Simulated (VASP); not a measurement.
Write the native input for VASP 6.6.1 that does the following.

| Property | Result |
| --- | --- |
| Task | single point |
| Functional | PBEsol |
| Potentials or basis | VASP PAW PBE potentials, release 64 (Gd) |
| Cutoff | 520 eV |
| k mesh | 7 × 7 × 4 |
| Occupations | fermi-dirac, width 0.02 eV |
| Spin | collinear spin, ferromagnetic start |
| Starting moments | [7.0, 7.0] μB |
| Dipole correction | no |
| Further INCAR settings | ALGO = Normal; EDIFF = 1e-06; NBANDS = 29 |

The structure of Gd lies in POSCAR:

```
Gd
1.0
    3.5643926497      0.0000000000      0.0000000000
   -1.7821963248      3.0868545837      0.0000000000
    0.0000000000      0.0000000000      5.6617148425
Gd
2
Direct
    0.3333333333      0.6666666667      0.2500000000
    0.6666666667      0.3333333333      0.7500000000
```

These files were run (other wordings do the same):

INCAR

```
SYSTEM = Gd
PREC = Accurate
ENCUT = 520
EDIFF = 1E-6
ISMEAR = -1
SIGMA = 0.02
LREAL = .False.
LASPH = .True.
NELM = 150
ALGO = Normal
ISIF = 2
LWAVE = .False.
LCHARG = .True.
ISPIN = 2
MAGMOM = 7 7
LORBIT = 11
LMAXMIX = 6
GGA = PS
LELF = .True.
LVHAR = .True.
NBANDS = 29
```

KPOINTS

```
regular mesh
0
Gamma
  7 7 4
  0 0 0
```

Potentials or basis: VASP PAW PBE potentials, release 64 (Gd).

Launch:

```bash
$ cat potpaw_PBE.64/Gd/POTCAR > POTCAR
$ mpirun -np 1 vasp_std > vasp.out
```

Results of the run:

```yaml
Pressure: 0.0 GPa
Net_moment: 15.26 μB per cell
Site_moments: Gd +7.01 μB
Valence_electrons_inside_the_program's_atomic_spheres: Gd 15.20
```

Caveat: the PAW data sets were made with another functional, which shifts forces and pressure a little.

Run time: 2.2 min on 1 thread of Intel(R) Xeon(R) Platinum 8559C (Emerald Rapids), with other jobs on the host, peak memory 0.25 GiB.
